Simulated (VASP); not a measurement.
# K3Pd (Pm-3m) in VASP: a series of runs, part 2 of 3

VASP 6.6.1.

**4. Single point, PBEsol (strained)**

Contents of INCAR:

```
ALGO = Fast ; EDIFF = 1E-7
ENCUT = 520 ; GGA = PS
ISIF = 2 ; ISMEAR = 0
LASPH = True ; LCHARG = True
LELF = True ; LREAL = False
LVHAR = True ; LWAVE = False
NBANDS = 26 ; NELM = 100
PREC = Accurate ; SIGMA = 0.1
```

Contents of KPOINTS:

```
k-points
0
Gamma
  8 8 8
```

Contents of POSCAR:

```
K3Pd
1.0
    5.2305339379      0.0000000000      0.0000000000
    0.0000000000      5.2305339379      0.0000000000
    0.0000000000      0.0000000000      5.2305339379
K Pd
3 1
Direct
    0.5000000000      0.5000000000      0.0000000000
    0.5000000000      0.0000000000      0.5000000000
    0.0000000000      0.5000000000      0.5000000000
    0.0000000000      0.0000000000      0.0000000000
```

Potentials or basis: VASP PAW PBE potentials, release 64 (K_sv, Pd).

On the command line:

```sh
$ cat potpaw_PBE.64/K_sv/POTCAR potpaw_PBE.64/Pd/POTCAR > POTCAR
$ mpirun -np 1 vasp_std > vasp.out
```

OUTCAR:

```text
EDIFF = 1E-7
   ENCUT = 520
   GGA = PS
   ISIF = 2
   ISMEAR = 0
   LASPH = True
   LREAL = False
   NELM = 100
   PREC = Accurate

 ion  position               nearest neighbor table
   1  0.500  0.500  0.000-   2 3.70   3 3.70   2 3.70   3 3.70   2 3.70   2 3.70   3 3.70   3 3.70

   2  0.500  0.000  0.500-   1 3.70   3 3.70   1 3.70   1 3.70   3 3.70   1 3.70   3 3.70   3 3.70

   3  0.000  0.500  0.500-   1 3.70   2 3.70   1 3.70   2 3.70   1 3.70   2 3.70   1 3.70   2 3.70

   4  0.000  0.000  0.000-

  LATTYP: Found a simple cubic cell.
 ALAT       =     5.2305339379

  Lattice vectors:

 A1 = (   5.2305339379,   0.0000000000,   0.0000000000)
 A2 = (   0.0000000000,   5.2305339379,   0.0000000000)
 A3 = (   0.0000000000,   0.0000000000,   5.2305339379)

Analysis of symmetry for initial positions (statically):
=====================================================================
 Subroutine PRICEL returns:
 Original cell was already a primitive cell.

 Routine SETGRP: Setting up the symmetry group for a
 simple cubic supercell.

 Subroutine GETGRP returns: Found 48 space group operations
 (whereof 48 operations were pure point group operations)
 out of a pool of 48 trial point group operations.

The static configuration has the point symmetry O_h .

Analysis of symmetry for dynamics (positions and initial velocities):
=====================================================================
 Subroutine PRICEL returns:
 Original cell was already a primitive cell.

 Routine SETGRP: Setting up the symmetry group for a
 simple cubic supercell.

 Subroutine GETGRP returns: Found 48 space group operations
 (whereof 48 operations were pure point group operations)
 out of a pool of 48 trial point group operations.
[... 114 lines left out ...]
   TEBEG  =    0.0;   TEEND  =   0.0 temperature during run
   PSTRESS=    0.0 pullay stress
   NELECT =      37.0000    total number of electrons
   NUPDOWN=      -1.0000    fix difference up-down
   EMIN   =  10.00;   EMAX   =-10.00  energy-range for DOS
   EFERMI =   0.00;   METHOD = LEGACY
   ISMEAR =     0;   SIGMA  =   0.10  broadening in eV -4-tet -1-fermi 0-gaus
   EFERMI_NEDOS =   21; number of points for ismear=-14 and -15
   IALGO  =     68    algorithm
   IMIX   =      4    mixing-type and parameters
     AMIX     =   0.40;   BMIX     =  1.00
     AMIX_MAG =   1.60;   BMIX_MAG =  1.00
  volume/ion in A,a.u.               =      35.77       241.42
  Fermi-wavevector in a.u.,A,eV,Ry     =   1.042948  1.970886 14.799612  1.087741
  Thomas-Fermi vector in A             =   2.177636
   LORBIT       =      0    0 simple, 1 ext, 2 COOP (PROOUT), +10 PAW based schemes
   GGA     = PS    functional components
   LHFCALC =     F    Hartree Fock is set to
   AEXX    =    0.0000 exact exchange contribution
   IVDW    =     0    specifies the selected vdW correction
   LEPSILON=     F    determine dielectric tensor
   LRPA    =     F    only Hartree local field effects (RPA)
 non-spin polarized calculation
 RMM-DIIS sequential band-by-band and
 Gauss-broadening in eV      SIGMA  =   0.10
  energy-cutoff  :      520.00
  volume of cell :      143.10
 maximum number of plane-waves:      3900
 NGX is ok and might be reduce to    40
   NGX = 19   NGY = 19   NGZ = 19

 number of electron      37.0000002 magnetization

 Free energy of the ion-electron system (eV)
  ---------------------------------------------------
  ext. energy  EPLUGINS =         0.00000000
  ---------------------------------------------------
  free energy    TOTEN  =        -8.19901991 eV

  energy without entropy =       -8.18470610  energy(sigma->0) =       -8.19186300

 E-fermi :   1.6626     XC(G=0):  -7.9348

 val. band max:        1.6484779078   @ k =   0.2500   0.0000   0.0000
 cond. band min:       1.6961407023   @ k =   0.2500   0.1250   0.0000
 fundamental gap:      0.0476627945
 Fermi energy:         1.6626491661

 k-point     1 :       0.0000    0.0000    0.0000
  band No.  band energies     occupation
      1     -29.9147      2.00000
      2     -29.8292      2.00000
      3     -29.8292      2.00000
      4     -13.7047      2.00000
      5     -13.7047      2.00000
      6     -13.7047      2.00000
[... 685 lines left out ...]
     25       5.1043      0.00000
     26       6.2145      0.00000

 [... further k-points ...]
[... 5 lines left out ...]
  --------------------------------------------------------------------------------------
  -------------------------------------------------------------------------------------
  Total        0.3063509      0.3063509      0.3063509     -0.0000000     -0.0000000     -0.0000000
  in kB        3.4299806      3.4299806      3.4299806     -0.0000000     -0.0000000     -0.0000000
  external PRESSURE =       3.4299806 kB  Pullay stress =       0.0000000 kB

 VOLUME and BASIS-vectors are now :
 -----------------------------------------------------------------------------
  energy-cutoff  :      520.00
  volume of cell :      143.10
      direct lattice vectors                 reciprocal lattice vectors
     5.230533938  0.000000000  0.000000000     0.191185071  0.000000000  0.000000000
     0.000000000  5.230533938  0.000000000     0.000000000  0.191185071  0.000000000
     0.000000000  0.000000000  5.230533938     0.000000000  0.000000000  0.191185071

 POSITION                                       TOTAL-FORCE (eV/Angst)
 -----------------------------------------------------------------------------------
      2.61527      2.61527      0.00000         0.000000      0.000000      0.000000
      2.61527      0.00000      2.61527         0.000000      0.000000      0.000000
      0.00000      2.61527      2.61527         0.000000      0.000000      0.000000
      0.00000      0.00000      0.00000         0.000000      0.000000      0.000000
 -----------------------------------------------------------------------------------
    total drift:                               -0.000000     -0.000000     -0.000000

  FREE ENERGIE OF THE ION-ELECTRON SYSTEM (eV)
  ---------------------------------------------------
  free  energy   TOTEN  =        -8.1990199085 eV

  energy  without entropy=       -8.1847060968  energy(sigma->0) =       -8.19186300
```

stdout:

```text
POSCAR found type information on POSCAR K Pd
[... 24 lines left out ...]
 num prob  num prob  num prob  num prob  num prob  num prob  num prob  num prob  num prob  num prob  num prob  num prob  num prob  num prob  num prob  num prob  num prob  num prob  num prob  num prob  num prob  num prob  num prob  num prob  num prob  num prob  num prob  num prob  num prob  num prob  num prob  num prob  num prob  num prob  num prob  num prob  num prob  num prob  num prob  num prob  num prob  num prob  num prob  num prob  num prob  num prob  num prob  num prob  num prob  num prob  num prob  num prob  num prob  num prob  num prob  num prob  num prob  num prob RMM:  21    -0.819901990846E+01   -0.52563E-07   -0.93670E-07  2383   0.384E-03
```

Wall time 2 min (1 thread of Intel Xeon 6975P-C (Granite Rapids), shared host); peak memory 0.3 GiB.

Results:

```yaml
Free_energy: -8.1990 eV
Pressure: 0.3 GPa
```

Caveat: the cell differs from its parent crystal (strained); the PAW data sets were made with another functional, which shifts forces and pressure a little.

**5. Single point, PBEsol (strained)**

Contents of INCAR:

```
PREC = Accurate
ENCUT = 520
EDIFF = 1E-6
ISMEAR = 0
SIGMA = 0.1
LREAL = F
LASPH = T
NELM = 100
ALGO = Fast
ISIF = 2
LWAVE = F
LCHARG = F
GGA = PS
NBANDS = 26
```

Contents of KPOINTS:

```
regular mesh
0
Gamma
  8 8 8
```

Contents of POSCAR:

```
K3Pd
1.0
    5.2899934799      0.0000000000      0.0000000000
    0.0000000000      5.2899934799      0.0000000000
    0.0000000000      0.0000000000      5.2899934799
K Pd
3 1
Direct
    0.5000000000      0.5000000000      0.0000000000
    0.5000000000      0.0000000000      0.5000000000
    0.0000000000      0.5000000000      0.5000000000
    0.0000000000      0.0000000000      0.0000000000
```

Potentials or basis: VASP PAW PBE potentials, release 64 (K_sv, Pd).

On the command line:

```sh
$ cat potpaw_PBE.64/K_sv/POTCAR potpaw_PBE.64/Pd/POTCAR > POTCAR
$ mpirun -np 1 vasp_std > vasp.out
```

OUTCAR:

```text
PREC = Accurate
   ENCUT = 520
   EDIFF = 1E-6
   ISMEAR = 0
   LREAL = F
   LASPH = T
   NELM = 100
   ISIF = 2
   GGA = PS

 ion  position               nearest neighbor table
   1  0.500  0.500  0.000-   2 3.74   3 3.74   2 3.74   3 3.74   2 3.74   2 3.74   3 3.74   3 3.74

   2  0.500  0.000  0.500-   1 3.74   3 3.74   1 3.74   1 3.74   3 3.74   1 3.74   3 3.74   3 3.74

   3  0.000  0.500  0.500-   1 3.74   2 3.74   1 3.74   2 3.74   1 3.74   2 3.74   1 3.74   2 3.74

   4  0.000  0.000  0.000-

  LATTYP: Found a simple cubic cell.
 ALAT       =     5.2899934799

  Lattice vectors:

 A1 = (   5.2899934799,   0.0000000000,   0.0000000000)
 A2 = (   0.0000000000,   5.2899934799,   0.0000000000)
 A3 = (   0.0000000000,   0.0000000000,   5.2899934799)

Analysis of symmetry for initial positions (statically):
=====================================================================
 Subroutine PRICEL returns:
 Original cell was already a primitive cell.

 Routine SETGRP: Setting up the symmetry group for a
 simple cubic supercell.

 Subroutine GETGRP returns: Found 48 space group operations
 (whereof 48 operations were pure point group operations)
 out of a pool of 48 trial point group operations.

The static configuration has the point symmetry O_h .

Analysis of symmetry for dynamics (positions and initial velocities):
=====================================================================
 Subroutine PRICEL returns:
 Original cell was already a primitive cell.

 Routine SETGRP: Setting up the symmetry group for a
 simple cubic supercell.

 Subroutine GETGRP returns: Found 48 space group operations
 (whereof 48 operations were pure point group operations)
 out of a pool of 48 trial point group operations.

The dynamic configuration has the point symmetry O_h .

 Subroutine INISYM returns: Found 48 space group operations
 (whereof 48 operations are pure point group operations),
 and found     1 'primitive' translations

----------------------------------------------------------------------------------------

                                     Primitive cell

  volume of cell :     148.0353

  direct lattice vectors                    reciprocal lattice vectors
     5.289993480  0.000000000  0.000000000     0.189036150  0.000000000  0.000000000
     0.000000000  5.289993480  0.000000000     0.000000000  0.189036150  0.000000000
     0.000000000  0.000000000  5.289993480     0.000000000  0.000000000  0.189036150

  length of vectors
     5.289993480  5.289993480  5.289993480     0.189036150  0.189036150  0.189036150

  position of ions in fractional coordinates (direct lattice)
     0.500000000  0.500000000  0.000000000
     0.500000000  0.000000000  0.500000000
     0.000000000  0.500000000  0.500000000
     0.000000000  0.000000000  0.000000000

  ion indices of the primitive-cell ions
   primitive index   ion index
                 1           1
                 2           2
                 3           3
                 4           4

----------------------------------------------------------------------------------------

 KPOINTS: regular mesh

Automatic generation of k-mesh.
 Grid dimensions read from file:
 generate k-points for:    8    8    8

 Generating k-lattice:

  Cartesian coordinates                     Fractional coordinates (reciprocal lattice)
     0.023629519  0.000000000  0.000000000     0.125000000  0.000000000  0.000000000
     0.000000000  0.023629519  0.000000000     0.000000000  0.125000000  0.000000000
     0.000000000  0.000000000  0.023629519     0.000000000  0.000000000  0.125000000

  Length of vectors
     0.023629519  0.023629519  0.023629519

  Shift w.r.t. Gamma in fractional coordinates (k-lattice)
     0.000000000  0.000000000  0.000000000

 Subroutine IBZKPT returns following result:
 ===========================================

 Found     35 irreducible k-points:

 Following reciprocal coordinates:
            Coordinates               Weight
  0.000000  0.000000  0.000000      1.000000
  0.125000  0.000000  0.000000      6.000000
  0.250000  0.000000  0.000000      6.000000
  0.375000  0.000000  0.000000      6.000000
  0.500000  0.000000  0.000000      3.000000
  0.125000  0.125000  0.000000     12.000000
[... 16 lines left out ...]
  0.375000  0.375000  0.125000     24.000000
  0.500000  0.375000  0.125000     24.000000
 [... further k-points ...]
   k-points           NKPTS =     35   k-points in BZ     NKDIM =     35   number of bands    NBANDS=     26
   number of dos      NEDOS =    301   number of ions     NIONS =      4
   total plane-waves  NPLWV =  64000
   dimension x,y,z NGX =    40 NGY =   40 NGZ =   40
   dimension x,y,z NGXF=    80 NGYF=   80 NGZF=   80
   ions per type =               3   1
   NGX,Y,Z   is equivalent  to a cutoff of  12.57, 12.57, 12.57 a.u.
   NGXF,Y,Z  is equivalent  to a cutoff of  25.14, 25.14, 25.14 a.u.
 SYSTEM =  unknown system
   PREC   = accura    normal or accurate (medium, high low for compatibility)
   ISTART =      0    job   : 0-new  1-cont  2-samecut
   ICHARG =      2    charge: 1-file 2-atom 10-const
   ISPIN  =      1    spin polarized calculation?
   LNONCOLLINEAR =      F non collinear calculations
   LSORBIT =      F    spin-orbit coupling
   LASPH  =      T    aspherical Exc in radial PAW
   ENCUT  =  520.0 eV  38.22 Ry    6.18 a.u.   9.84  9.84  9.84*2*pi/ulx,y,z
   NELM   =    100;   NELMIN=  2; NELMDL= -5     # of ELM steps
   EDIFF  = 0.1E-05   stopping-criterion for ELM
   LREAL  =      F    real-space projection
   EDIFFG = 0.1E-04   stopping-criterion for IOM
   NSW    =      0    number of steps for IOM
   IBRION =     -1    ionic relax: 0-MD 1-quasi-New 2-CG
   NFREE  =      0    steps in history (QN), initial steepest desc. (CG)
   ISIF   =      2    stress and relaxation
   ISYM   =      2    0-nonsym 1-usesym 2-fastsym
   POTIM  = 0.5000    time-step for ionic-motion
   TEBEG  =    0.0;   TEEND  =   0.0 temperature during run
   PSTRESS=    0.0 pullay stress
   NELECT =      37.0000    total number of electrons
   NUPDOWN=      -1.0000    fix difference up-down
   EMIN   =  10.00;   EMAX   =-10.00  energy-range for DOS
   EFERMI =   0.00;   METHOD = LEGACY
   ISMEAR =     0;   SIGMA  =   0.10  broadening in eV -4-tet -1-fermi 0-gaus
   EFERMI_NEDOS =   21; number of points for ismear=-14 and -15
   IALGO  =     68    algorithm
   IMIX   =      4    mixing-type and parameters
     AMIX     =   0.40;   BMIX     =  1.00
     AMIX_MAG =   1.60;   BMIX_MAG =  1.00
  volume/ion in A,a.u.               =      37.01       249.75
  Fermi-wavevector in a.u.,A,eV,Ry     =   1.031225  1.948733 14.468787  1.063426
  Thomas-Fermi vector in A             =   2.165363
   LORBIT       =      0    0 simple, 1 ext, 2 COOP (PROOUT), +10 PAW based schemes
   GGA     = PS    functional components
   LHFCALC =     F    Hartree Fock is set to
   AEXX    =    0.0000 exact exchange contribution
   IVDW    =     0    specifies the selected vdW correction
   LEPSILON=     F    determine dielectric tensor
   LRPA    =     F    only Hartree local field effects (RPA)
 non-spin polarized calculation
 RMM-DIIS sequential band-by-band and
 Gauss-broadening in eV      SIGMA  =   0.10
  energy-cutoff  :      520.00
  volume of cell :      148.04
 maximum number of plane-waves:      4013
 NGX is ok and might be reduce to    40
   NGX = 19   NGY = 19   NGZ = 19

 number of electron      36.9999987 magnetization

 Free energy of the ion-electron system (eV)
  ---------------------------------------------------
  ext. energy  EPLUGINS =         0.00000000
  ---------------------------------------------------
  free energy    TOTEN  =        -8.20497145 eV

  energy without entropy =       -8.19166759  energy(sigma->0) =       -8.19831952

 E-fermi :   1.5129     XC(G=0):  -7.8062

 val. band max:        1.5119522105   @ k =   0.2500   0.0000   0.0000
 cond. band min:       1.5450889068   @ k =   0.3750   0.3750   0.0000
 fundamental gap:      0.0331366963
 Fermi energy:         1.5128565437

 k-point     1 :       0.0000    0.0000    0.0000
  band No.  band energies     occupation
      1     -30.0654      2.00000
      2     -29.9905      2.00000
      3     -29.9905      2.00000
      4     -13.8372      2.00000
      5     -13.8372      2.00000
      6     -13.8372      2.00000
[... 685 lines left out ...]
     25       4.9382      0.00000
     26       5.9985      0.00000

 [... further k-points ...]

------------------------ aborting loop because EDIFF is reached ----------------------------------------

  FORCE on cell =-STRESS in cart. coord.  units (eV):
  Direction    XX          YY          ZZ          XY          YZ          ZX
  --------------------------------------------------------------------------------------
  -------------------------------------------------------------------------------------
  Total        0.0238658      0.0238658      0.0238658      0.0000000     -0.0000000      0.0000000
  in kB        0.2582981      0.2582981      0.2582981      0.0000000     -0.0000000      0.0000000
  external PRESSURE =       0.2582981 kB  Pullay stress =       0.0000000 kB

 VOLUME and BASIS-vectors are now :
 -----------------------------------------------------------------------------
  energy-cutoff  :      520.00
  volume of cell :      148.04
      direct lattice vectors                 reciprocal lattice vectors
     5.289993480  0.000000000  0.000000000     0.189036150  0.000000000  0.000000000
     0.000000000  5.289993480  0.000000000     0.000000000  0.189036150  0.000000000
     0.000000000  0.000000000  5.289993480     0.000000000  0.000000000  0.189036150

 POSITION                                       TOTAL-FORCE (eV/Angst)
 -----------------------------------------------------------------------------------
      2.64500      2.64500      0.00000         0.000000      0.000000      0.000000
      2.64500      0.00000      2.64500         0.000000      0.000000      0.000000
      0.00000      2.64500      2.64500         0.000000      0.000000      0.000000
      0.00000      0.00000      0.00000         0.000000      0.000000      0.000000
 -----------------------------------------------------------------------------------
    total drift:                               -0.000000     -0.000000     -0.000000

  FREE ENERGIE OF THE ION-ELECTRON SYSTEM (eV)
  ---------------------------------------------------
  free  energy   TOTEN  =        -8.2049714515 eV

  energy  without entropy=       -8.1916675852  energy(sigma->0) =       -8.19831952
```

Wall time 1.8 min (1 thread of Intel Xeon 6975P-C (Granite Rapids), shared host); peak memory 0.31 GiB.

Results:

```
Free energy : -8.2050 eV
Pressure    : 0.0 GPa
```

Levels at points of the mesh, in eV from the Fermi level:
```tsv
k point	band 16	band 17	band 18	band 19	band 20	band 21
(0.00, 0.00, 0.00)	-1.29	-1.29	-1.29	0.10	2.83	2.83
(0.50, 0.00, 0.00)	-1.25	-1.25	-1.10	-1.02	1.40	2.39
(0.50, 0.50, 0.00)	-1.24	-1.11	-0.84	0.23	0.23	0.65
(0.50, 0.50, 0.50)	-1.14	-1.14	-0.86	1.58	1.58	1.58
```

Caveat: the cell differs from its parent crystal (strained); the PAW data sets were made with another functional, which shifts forces and pressure a little.

**6. Single point, PBEsol (strained)**

Contents of INCAR:

```
PREC = Accurate
ENCUT = 520
EDIFF = 1E-6
ISMEAR = 0
SIGMA = 0.1
LREAL = False
LASPH = True
NELM = 60
ALGO = Fast
ISIF = 2
LWAVE = False
LCHARG = False
GGA = PS
NBANDS = 26
```

Contents of KPOINTS:

```
Automatic mesh
0
Gamma
  8 8 8
```

Contents of POSCAR:

```
K3Pd
1.0
    5.3514676767      0.0000000000      0.0000000000
    0.0000000000      5.3514676767      0.0000000000
    0.0000000000      0.0000000000      5.3514676767
K Pd
3 1
Direct
    0.5000000000      0.5000000000      0.0000000000
    0.5000000000      0.0000000000      0.5000000000
    0.0000000000      0.5000000000      0.5000000000
    0.0000000000      0.0000000000      0.0000000000
```

Potentials or basis: VASP PAW PBE potentials, release 64 (K_sv, Pd).

On the command line:

```sh
$ cat potpaw_PBE.64/K_sv/POTCAR potpaw_PBE.64/Pd/POTCAR > POTCAR
$ mpirun -np 1 vasp_std > vasp.out
```

Wall time 1.8 min (1 thread of Intel Xeon 6975P-C (Granite Rapids), shared host); peak memory 0.32 GiB.

The run converged. Its results:

```
Free energy : -8.2005 eV
Pressure    : -0.3 GPa
```

Levels at points of the mesh, in eV from the Fermi level:
| k point | band 16 | band 17 | band 18 | band 19 | band 20 | band 21 |
| --- | --- | --- | --- | --- | --- | --- |
| (0.00, 0.00, 0.00) | -1.23 | -1.23 | -1.23 | 0.15 | 2.81 | 2.81 |
| (0.50, 0.00, 0.00) | -1.19 | -1.19 | -1.09 | -0.99 | 1.44 | 2.38 |
| (0.50, 0.50, 0.00) | -1.19 | -1.07 | -0.81 | 0.23 | 0.23 | 0.60 |
| (0.50, 0.50, 0.50) | -1.09 | -1.09 | -0.80 | 1.55 | 1.55 | 1.55 |

Caveat: the cell differs from its parent crystal (strained); the PAW data sets were made with another functional, which shifts forces and pressure a little.

(Continued in part 3 of 3.)
